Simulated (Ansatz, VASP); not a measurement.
# Two plane-wave programs on MoRu5

```
Mo Ru
1.0
     2.72067    0.00000    0.00000
    -1.36033    2.35617    0.00000
     0.00000    0.00000   13.23531
Mo Ru
1 5
Direct
  0.33333 0.66667 0.50000
  0.66667 0.33333 0.00000
  0.66667 0.33333 0.33333
  0.66667 0.33333 0.66667
  0.33333 0.66667 0.83333
  0.33333 0.66667 0.16667
```

Alike in both runs: task single point; functional PBE; k mesh 6 × 6 × 2; occupations gaussian, width 0.1 eV; no spin polarisation.

|  | VASP | Ansatz |
| --- | --- | --- |
| version | VASP 6.6.1 | Ansatz 0.2.0 |
| potentials or method | VASP PAW PBE potentials, release 64 (Mo_sv, Ru_pv), cutoff 520 eV | scalar-relativistic, plane waves, PAW |
| valence electrons in the cell | 84 | 94 |

|  | VASP | Ansatz | Ansatz less VASP |
| --- | --- | --- | --- |
| gap on the k mesh at the Fermi level (eV) | none | none | - |
| pressure (GPa) | -0.4 | -0.5 | -0.04 |
| traceless stress, the component that is largest in VASP (GPa) | -5.61 | -5.61 | -0.005 |
| rms of the force components (eV/Å) | 0.237 | 0.233 | -0.0037 |

Atom by atom the forces differ by 0.006 eV/Å (rms over components). A gap of «none» marks a metal or a gap that the smearing closes. VASP's potentials hold 84 valence electrons a cell and Ansatz's 94, so a difference there can come from the potentials and not from the codes.

The k mesh is coarse, so the values compare programs but aren't converged.
